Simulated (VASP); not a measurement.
Set up this calculation in VASP 6.6.1, as the native input.

```
Task                   : single point
Functional             : PBE
Potentials or basis    : VASP PAW PBE potentials, release 64 (Ge_d)
Cutoff                 : 520 eV
k mesh                 : 14 × 14 × 14
Occupations            : gaussian, width 0.15 eV
Spin                   : no spin polarisation
Dipole correction      : no
Further INCAR settings : ALGO = Normal; EDIFF = 1e-07; NBANDS = 21
```

The structure of Ge lies in POSCAR:

```
Ge
1.0
    0.0000000000      2.6873315000      2.7580507500
    2.6873315000      0.0000000000      2.7580507500
    2.6873315000      2.6873315000      0.0000000000
Ge
2
Direct
    0.5000000000      0.5000000000      0.5000000000
    0.7500000000      0.7500000000      0.7500000000
```

This cell differs from its parent crystal: strain -0.050 along x and y, -0.025 along z.

One way to write it, as run:

INCAR

```
SYSTEM = Ge
PREC = Accurate ; ENCUT = 520
EDIFF = 1E-7 ; ISMEAR = 0
SIGMA = 0.15 ; LREAL = .FALSE.
LASPH = .TRUE. ; NELM = 100
ALGO = Normal ; ISIF = 2
LWAVE = .FALSE. ; LCHARG = .TRUE.
GGA = PE ; LELF = .TRUE.
LVHAR = .TRUE. ; NBANDS = 21
```

KPOINTS

```
Automatic mesh
0
G
  14 14 14
  0 0 0
```

Potentials or basis: VASP PAW PBE potentials, release 64 (Ge_d).

The run is started by

```sh
$ cat potpaw_PBE.64/Ge_d/POTCAR > POTCAR
$ mpirun -np 1 vasp_std > vasp.out
```

It gave:

```yaml
Pressure: 16.5 GPa
Band_gap_on_the_k_mesh: 0.21 eV (least direct gap 1.18 eV)
```

Caveat: the cell differs from its parent crystal (strain -0.050 along x and y, -0.025 along z); the cell stands under pressure.

Wall time 82 s on 1 thread of Intel(R) Xeon(R) 6975P-C (Granite Rapids) (shared host), peak memory 0.28 GiB.
